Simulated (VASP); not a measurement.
# Nb16Pd in VASP: single point with LDA

Aim: the single point of Nb16Pd with LDA.

All numbers are computed with VASP 6.6.1; they aren't measurements. Logs are shortened: lines on timing, memory, paths and dates and some standing lists are left out, and cuts for length are marked.

## (1) The cell of the first run

The cell holds a slab with vacuum, 17 atoms: a = 6.600 Å, b = 6.600 Å, c = 16.950 Å, α = 90.00°, β = 90.00°, γ = 90.00°.

## (2) Single point, LDA

Contents of INCAR:

```
SYSTEM = Nb16Pd
PREC = Accurate
ENCUT = 520
EDIFF = 1E-6
ISMEAR = 0
SIGMA = 0.05
LREAL = Auto
LASPH = .True.
NELM = 100
ALGO = Normal
ISIF = 2
LWAVE = .False.
LCHARG = .False.
GGA = CA
NBANDS = 123
```

Contents of KPOINTS:

```
regular mesh
0
Gamma
  3 3 1
  0 0 0
```

Contents of POSCAR:

```
Nb16Pd
1.0
    6.6000000000      0.0000000000      0.0000000000
    0.0000000000      6.6000000000      0.0000000000
    0.0000000000      0.0000000000     16.9500000000
Nb Pd
16 1
Direct
    0.2500000000      0.2500000000      0.0589971091
    0.7500000000      0.2500000000      0.0589971091
    0.2500000000      0.7500000000      0.0589971091
    0.7500000000      0.7500000000      0.0589971091
    0.0009790909      0.0023703030      0.1398373451
    0.4987413636      0.0017243939      0.1402438348
    0.0003130303      0.5059919697      0.1408770501
    0.4993453030      0.5015404545      0.1412373451
    0.2473939394      0.2608659091      0.2373939233
    0.7549842424      0.2542815152      0.2359985841
    0.2513075758      0.7536292424      0.2388224779
    0.7442639394      0.7574563636      0.2390838938
    0.0021193939      0.0110201515      0.3236813569
    0.4969933333      0.0260280303      0.3248910914
   -0.0161477273      0.5357283333      0.3251175811
    0.5155928788      0.4715401515      0.3249636578
    0.7526946970      0.9088518182      0.4253902655
```

Potentials or basis: VASP PAW LDA potentials, release 64 (Nb_sv, Pd).

On the command line:

```sh
> cat potpaw_LDA.64/Nb_sv/POTCAR potpaw_LDA.64/Pd/POTCAR > POTCAR
> mpirun -np 1 vasp_std > vasp.out
```

OUTCAR:

```text
SYSTEM = Nb16Pd
   PREC = Accurate
   ENCUT = 520
   EDIFF = 1E-6
   ISMEAR = 0
   LREAL = Auto
   LASPH = .True.
   NELM = 100
   ISIF = 2
   GGA = CA

 ion  position               nearest neighbor table
   1  0.250  0.250  0.059-   5 2.69   6 2.70   8 2.72   7 2.74   9 3.02
   2  0.750  0.250  0.059-   5 2.70   6 2.71   8 2.73   7 2.74  10 3.00
   3  0.250  0.750  0.059-   7 2.69   8 2.71   6 2.71   5 2.71
   4  0.750  0.750  0.059-   7 2.69   8 2.71   5 2.72   6 2.72
   5  0.001  0.002  0.140-   1 2.69   2 2.70   3 2.71   4 2.72  10 2.84  11 2.87   9 2.88  12 2.88

   6  0.499  0.002  0.140-   1 2.70   2 2.71   3 2.71   4 2.72  12 2.83  11 2.85  10 2.88   9 2.90

   7  0.000  0.506  0.141-   3 2.69   4 2.69   1 2.74   2 2.74   9 2.82  10 2.83  11 2.86  12 2.90

   8  0.499  0.502  0.141-   3 2.71   4 2.71   1 2.72   2 2.73   9 2.82  10 2.84  11 2.86  12 2.87

   9  0.247  0.261  0.237-  16 2.70  14 2.70  13 2.73   8 2.82   7 2.82   5 2.88   6 2.90  15 2.92
                             1 3.02
  10  0.755  0.254  0.236-  16 2.61  14 2.73  13 2.73   7 2.83  15 2.83   5 2.84   8 2.84   6 2.88
                             2 3.00
  11  0.251  0.754  0.239-  15 2.71  13 2.77  14 2.83   6 2.85   7 2.86   8 2.86   5 2.87  16 2.94

  12  0.744  0.757  0.239-  15 2.60  13 2.78  14 2.81  16 2.82   6 2.83   8 2.87   5 2.88   7 2.90

  13  0.002  0.011  0.324-  17 2.48  10 2.73   9 2.73  11 2.77  12 2.78
  14  0.497  0.026  0.325-  17 2.52   9 2.70  10 2.73  12 2.81  11 2.83  16 2.94
  15  0.984  0.536  0.325-  12 2.60  11 2.71  10 2.83   9 2.92
  16  0.516  0.472  0.325-  10 2.61   9 2.70  12 2.82  11 2.94  14 2.94
  17  0.753  0.909  0.425-  13 2.48  14 2.52

  LATTYP: Found a simple tetragonal cell.
 ALAT       =     6.6000000000
 C/A-ratio  =     2.5681818182

  Lattice vectors:

 A1 = (   6.6000000000,   0.0000000000,   0.0000000000)
 A2 = (   0.0000000000,   6.6000000000,   0.0000000000)
 A3 = (   0.0000000000,   0.0000000000,  16.9500000000)

Analysis of symmetry for initial positions (statically):
=====================================================================
 Subroutine PRICEL returns:
 Original cell was already a primitive cell.

 Routine SETGRP: Setting up the symmetry group for a
 simple tetragonal supercell.

 Subroutine GETGRP returns: Found  1 space group operations
 (whereof  1 operations were pure point group operations)
 out of a pool of 16 trial point group operations.

The static configuration has the point symmetry C_1 .

Analysis of symmetry for dynamics (positions and initial velocities):
=====================================================================
 Subroutine PRICEL returns:
 Original cell was already a primitive cell.

 Routine SETGRP: Setting up the symmetry group for a
 simple tetragonal supercell.

 Subroutine GETGRP returns: Found  1 space group operations
 (whereof  1 operations were pure point group operations)
 out of a pool of 16 trial point group operations.

The dynamic configuration has the point symmetry C_1 .

 Subroutine INISYM returns: Found  1 space group operations
 (whereof  1 operations are pure point group operations),
 and found     1 'primitive' translations

----------------------------------------------------------------------------------------

                                     Primitive cell

  volume of cell :     738.3420

  direct lattice vectors                    reciprocal lattice vectors
     6.600000000  0.000000000  0.000000000     0.151515152  0.000000000  0.000000000
     0.000000000  6.600000000  0.000000000     0.000000000  0.151515152  0.000000000
     0.000000000  0.000000000 16.950000000     0.000000000  0.000000000  0.058997050

  length of vectors
     6.600000000  6.600000000 16.950000000     0.151515152  0.151515152  0.058997050

  position of ions in fractional coordinates (direct lattice)
     0.250000000  0.250000000  0.058997109
     0.750000000  0.250000000  0.058997109
     0.250000000  0.750000000  0.058997109
     0.750000000  0.750000000  0.058997109
     0.000979091  0.002370303  0.139837345
     0.498741364  0.001724394  0.140243835
[... 9 lines left out ...]
     0.515592879  0.471540152  0.324963658
     0.752694697  0.908851818  0.425390265

  ion indices of the primitive-cell ions
   primitive index   ion index
                 1           1
                 2           2
                 3           3
                 4           4
                 5           5
                 6           6
[... 9 lines left out ...]
                16          16
                17          17

----------------------------------------------------------------------------------------

 KPOINTS: regular mesh

Automatic generation of k-mesh.
 Grid dimensions read from file:
 generate k-points for:    3    3    1

 Generating k-lattice:

  Cartesian coordinates                     Fractional coordinates (reciprocal lattice)
     0.050505051  0.000000000  0.000000000     0.333333333  0.000000000  0.000000000
     0.000000000  0.050505051  0.000000000     0.000000000  0.333333333  0.000000000
     0.000000000  0.000000000  0.058997050     0.000000000  0.000000000  1.000000000

  Length of vectors
     0.050505051  0.050505051  0.058997050

  Shift w.r.t. Gamma in fractional coordinates (k-lattice)
     0.000000000  0.000000000  0.000000000

 Subroutine IBZKPT returns following result:
 ===========================================

 Found      5 irreducible k-points:

 Following reciprocal coordinates:
            Coordinates               Weight
  0.000000  0.000000  0.000000      1.000000
  0.333333  0.000000  0.000000      2.000000
  0.000000  0.333333  0.000000      2.000000
  0.333333  0.333333  0.000000      2.000000
 -0.333333  0.333333  0.000000      2.000000
   k-points           NKPTS =      5   k-points in BZ     NKDIM =      5   number of bands    NBANDS=    123
   number of dos      NEDOS =    301   number of ions     NIONS =     17
   total plane-waves  NPLWV = 315000
   dimension x,y,z NGX =    50 NGY =   50 NGZ =  126
   dimension x,y,z NGXF=   100 NGYF=  100 NGZF=  252
   ions per type =              16   1
   NGX,Y,Z   is equivalent  to a cutoff of  12.59, 12.59, 12.36 a.u.
   NGXF,Y,Z  is equivalent  to a cutoff of  25.19, 25.19, 24.72 a.u.
 SYSTEM =  Nb16Pd
   PREC   = accura    normal or accurate (medium, high low for compatibility)
   ISTART =      0    job   : 0-new  1-cont  2-samecut
   ICHARG =      2    charge: 1-file 2-atom 10-const
   ISPIN  =      1    spin polarized calculation?
   LNONCOLLINEAR =      F non collinear calculations
   LSORBIT =      F    spin-orbit coupling
   LASPH  =      T    aspherical Exc in radial PAW
   ENCUT  =  520.0 eV  38.22 Ry    6.18 a.u.  12.27 12.27 31.52*2*pi/ulx,y,z
   NELM   =    100;   NELMIN=  2; NELMDL= -5     # of ELM steps
   EDIFF  = 0.1E-05   stopping-criterion for ELM
   LREAL  =      T    real-space projection
   EDIFFG = 0.1E-04   stopping-criterion for IOM
   NSW    =      0    number of steps for IOM
   IBRION =     -1    ionic relax: 0-MD 1-quasi-New 2-CG
   NFREE  =      0    steps in history (QN), initial steepest desc. (CG)
   ISIF   =      2    stress and relaxation
   ISYM   =      2    0-nonsym 1-usesym 2-fastsym
   POTIM  = 0.5000    time-step for ionic-motion
   TEBEG  =    0.0;   TEEND  =   0.0 temperature during run
   PSTRESS=    0.0 pullay stress
   NELECT =     218.0000    total number of electrons
   NUPDOWN=      -1.0000    fix difference up-down
   EMIN   =  10.00;   EMAX   =-10.00  energy-range for DOS
   EFERMI =   0.00;   METHOD = LEGACY
   ISMEAR =     0;   SIGMA  =   0.05  broadening in eV -4-tet -1-fermi 0-gaus
   EFERMI_NEDOS =   21; number of points for ismear=-14 and -15
   IALGO  =     38    algorithm
   IMIX   =      4    mixing-type and parameters
     AMIX     =   0.40;   BMIX     =  1.00
     AMIX_MAG =   1.60;   BMIX_MAG =  1.00
  volume/ion in A,a.u.               =      43.43       293.09
  Fermi-wavevector in a.u.,A,eV,Ry     =   1.090120  2.060029 16.168654  1.188363
  Thomas-Fermi vector in A             =   2.226338
   LORBIT       =      0    0 simple, 1 ext, 2 COOP (PROOUT), +10 PAW based schemes
   GGA     = CA    functional components
   LHFCALC =     F    Hartree Fock is set to
   AEXX    =    0.0000 exact exchange contribution
   IVDW    =     0    specifies the selected vdW correction
   LEPSILON=     F    determine dielectric tensor
   LRPA    =     F    only Hartree local field effects (RPA)
 non-spin polarized calculation
 Gauss-broadening in eV      SIGMA  =   0.05
  energy-cutoff  :      520.00
  volume of cell :      738.34
 maximum number of plane-waves:     19887
 NGX is ok and might be reduce to    50
   NGX = 25   NGY = 25   NGZ = 63

 number of electron     218.0000004 magnetization

 Free energy of the ion-electron system (eV)
  ---------------------------------------------------
  ext. energy  EPLUGINS =         0.00000000
  ---------------------------------------------------
  free energy    TOTEN  =      -170.62427109 eV

  energy without entropy =     -170.59964767  energy(sigma->0) =     -170.61195938

 E-fermi :   2.4049     XC(G=0):  -6.4891

 val. band max:        2.3663308041   @ k =  -0.3333   0.3333   0.0000
 cond. band min:       2.4080087167   @ k =   0.3333   0.3333   0.0000
 fundamental gap:      0.0416779126
 Fermi energy:         2.4049102905

 k-point     1 :       0.0000    0.0000    0.0000
  band No.  band energies     occupation
      1     -52.2418      2.00000
      2     -52.2057      2.00000
      3     -52.1693      2.00000
      4     -52.1458      2.00000
      5     -52.1236      2.00000
      6     -52.1223      2.00000
[... 113 lines left out ...]
    120       3.8461      0.00000
    121       3.8597      0.00000

 k-point     2 :       0.3333    0.0000    0.0000
  band No.  band energies     occupation
      1     -52.2260      2.00000
      2     -52.2007      2.00000
      3     -52.1729      2.00000
      4     -52.1564      2.00000
      5     -52.1262      2.00000
      6     -52.1242      2.00000
[... 369 lines left out ...]
      4     -52.1563      2.00000
      5     -52.1365      2.00000
      6     -52.1206      2.00000
[... 113 lines left out ...]
    120       2.9522      0.00000
    121       2.9826      0.00000
 [bands above 121 left out]

------------------------ aborting loop because EDIFF is reached ----------------------------------------

  FORCE on cell =-STRESS in cart. coord.  units (eV):
  Direction    XX          YY          ZZ          XY          YZ          ZX
  --------------------------------------------------------------------------------------
  -------------------------------------------------------------------------------------
  Total      -12.8171866    -13.3178179     -1.3597722      0.6084034     -2.8585831      0.2404346
  in kB      -27.8128643    -28.8992174     -2.9506600      1.3202150     -6.2030292      0.5217350
  external PRESSURE =     -19.8875806 kB  Pullay stress =       0.0000000 kB

 VOLUME and BASIS-vectors are now :
 -----------------------------------------------------------------------------
  energy-cutoff  :      520.00
  volume of cell :      738.34
      direct lattice vectors                 reciprocal lattice vectors
     6.600000000  0.000000000  0.000000000     0.151515152  0.000000000  0.000000000
     0.000000000  6.600000000  0.000000000     0.000000000  0.151515152  0.000000000
     0.000000000  0.000000000 16.950000000     0.000000000  0.000000000  0.058997050

 POSITION                                       TOTAL-FORCE (eV/Angst)
 -----------------------------------------------------------------------------------
      1.65000      1.65000      1.00000        -0.009620     -0.061318     -0.012727
      4.95000      1.65000      1.00000         0.013770      0.061033     -0.135802
      1.65000      4.95000      1.00000        -0.017435      0.036174      0.132088
      4.95000      4.95000      1.00000        -0.030828      0.031080      0.110881
      0.00646      0.01564      2.37024         0.002505      0.028841      0.017829
      3.29169      0.01138      2.37713         0.001795      0.023786      0.018207
[... 9 lines left out ...]
      3.40291      3.11216      5.50813         0.042465      0.113889      0.031903
      4.96779      5.99842      7.21037         0.023785     -1.028269     -0.240402
 -----------------------------------------------------------------------------------
    total drift:                                0.002305      0.001767     -0.005046

  FREE ENERGIE OF THE ION-ELECTRON SYSTEM (eV)
  ---------------------------------------------------
  free  energy   TOTEN  =      -170.6242710911 eV

  energy  without entropy=     -170.5996476691  energy(sigma->0) =     -170.61195938
```

Run time: 26 min. Hardware: 1 thread of Intel Xeon Platinum 8259CL at 2.50GHz (Skylake/Cascade Lake), shared host; peak memory 0.68 GiB.

Results:

```yaml
Free_energy: -170.6243 eV
Largest_force: 1.056 eV/Å
Band_gap_on_the_k_mesh: zero (bands 109 and 110 overlap by 0.19 eV)
```

Forces in eV/Å, atoms in the order of the input:
```
Nb  -0.010 -0.061 -0.013
Nb   0.014  0.061 -0.136
Nb  -0.017  0.036  0.132
Nb  -0.031  0.031  0.111
Nb   0.003  0.029  0.018
Nb   0.002  0.024  0.018
Nb   0.000  0.033  0.011
Nb  -0.001  0.031  0.017
Nb   0.013  0.088 -0.019
Nb   0.000  0.058 -0.002
Nb  -0.012  0.077  0.018
Nb  -0.011  0.078  0.044
Nb   0.079  0.218 -0.050
Nb  -0.032  0.124 -0.025
Nb  -0.063  0.088  0.084
Nb   0.042  0.114  0.032
Pd   0.024 -1.028 -0.240
```

Levels at points of the mesh, in eV from the Fermi level:
| k point | band 105 | band 106 | band 107 | band 108 | band 109 | band 110 | band 111 | band 112 |
| --- | --- | --- | --- | --- | --- | --- | --- | --- |
| (0.00, 0.00, 0.00) | -0.22 | -0.17 | -0.08 | 0.04 | 0.08 | 0.17 | 0.18 | 0.26 |
